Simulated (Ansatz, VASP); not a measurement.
GaP: VASP beside Ansatz

```
CELL_PARAMETERS angstrom
0.00000 2.72525 2.72525
2.72525 0.00000 2.72525
2.72525 2.72525 0.00000
ATOMIC_POSITIONS crystal
Ga 0.00000 0.00000 0.00000
P 0.75000 0.75000 0.75000
```

Alike in both runs: functional PBEsol-based screened hybrid with a share of 0.25 of exact exchange and HFSCREEN = 0.207; k mesh 5 × 5 × 5; occupations fermi-dirac, width 0.05 eV; no spin polarisation.

|  | VASP | Ansatz |
| --- | --- | --- |
| version | VASP 6.6.1 | Ansatz 0.2.0 |
| potentials or method | VASP PAW PBE potentials, release 64 (Ga_d, P) | Ansatz PAW |
| plane-wave cutoff (eV) | 520 | 420 |
| valence electrons in the cell | 18 | 18 |
| task | single point | band structure |

```tsv
	VASP	Ansatz	Ansatz less VASP
gap on the k mesh at the Fermi level (eV)	2.19	2.19	-0.003
least direct gap on the mesh (eV)	2.71	2.71	-0.004
pressure (GPa)	-1.5	-1.3	+0.14
```

VASP's potentials were made for PBE, not for PBEsol-based screened hybrid.
